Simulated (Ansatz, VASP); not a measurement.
Ru in VASP and in Ansatz

File POSCAR:

```
Ru
1.0
    2.7058000000      0.0000000000      0.0000000000
   -1.3529000000      2.3432915376      0.0000000000
    0.0000000000      0.0000000000      4.2819000000
Ru
2
Direct
    0.6666666667      0.3333333333      0.7500000000
    0.3333333333      0.6666666667      0.2500000000
```

Contents of INCAR.step1:

```
PREC = Accurate
ENCUT = 520
EDIFF = 1E-5
ISMEAR = -1
SIGMA = 0.05
LREAL = F
LASPH = T
NELM = 100
ALGO = Normal
ISIF = 2
LWAVE = T
GGA = PE
NBANDS = 21
```

INCAR.step2

```
PREC = Accurate
ENCUT = 520
EDIFF = 1E-7
ISMEAR = -1
SIGMA = 0.05
LREAL = F
LASPH = T
NELM = 100
ALGO = Normal
ISIF = 2
LWAVE = F
LCHARG = T
METAGGA = R2SCAN
LHFCALC = T
AEXX = 0.5
LMIXTAU = T
PRECFOCK = Normal
LELF = T
LVHAR = T
ISTART = 1
NBANDS = 21
```

KPOINTS

```
regular mesh
0
Gamma
  6 6 3
```

The input input.yaml:

```yaml
crystal:
  lattice:
    - [2.7058, 0.0, 0.0]
    - [-1.3529, 2.3432915376, 0.0]
    - [0.0, 0.0, 4.2819]
  atoms:
    - { symbol: Ru, position: [0.6666666667, 0.3333333333, 0.75] }
    - { symbol: Ru, position: [0.3333333333, 0.6666666667, 0.25] }
hamiltonian:
  xc: r2scan50
  pseudopotentials: { kind: paw }
kpoints:
  mp_grid: { grid: [6, 6, 3] }
scf:
  occupations: { method: fermi_dirac, width: 0.05 }
output:
  forces: true
  stress: true
  eigenvalues: true
  write_density: true
  write_potential: true
  elf: true
  volumetric_format: npy
```

Alike in both runs: task single point; functional r2SCAN50; k mesh 6 × 6 × 3; occupations fermi-dirac, width 0.05 eV; no spin polarisation.

|  | VASP | Ansatz |
| --- | --- | --- |
| version | VASP 6.6.1 | Ansatz 0.2.0 |
| potentials or method | VASP PAW PBE potentials, release 64 (Ru_pv) | Ansatz PAW |
| plane-wave cutoff (eV) | 520 | 500 |
| valence electrons in the cell | 28 | 32 |

VASP gave:

| Property | Result |
| --- | --- |
| gap on the k mesh at the Fermi level (eV) | none |
| pressure (GPa) | -23.6 |
| traceless stress, the component that is largest in VASP (GPa) | -7.90 |

Problem. What did Ansatz give for the same quantities?

Solution. gap on the k mesh at the Fermi level (eV): none; pressure (GPa): -24.3; traceless stress, the component that is largest in VASP (GPa): -6.97.

VASP's potentials were made for PBE, not for r2SCAN50. A gap of «none» marks a metal or a gap that the smearing closes. The functional is the same, so the differences come from potentials, cutoffs and numerics. VASP's potentials hold 28 valence electrons a cell and Ansatz's 32, so a difference there can come from the potentials and not from the codes.

The k mesh is coarse, so the values compare programs but aren't converged.
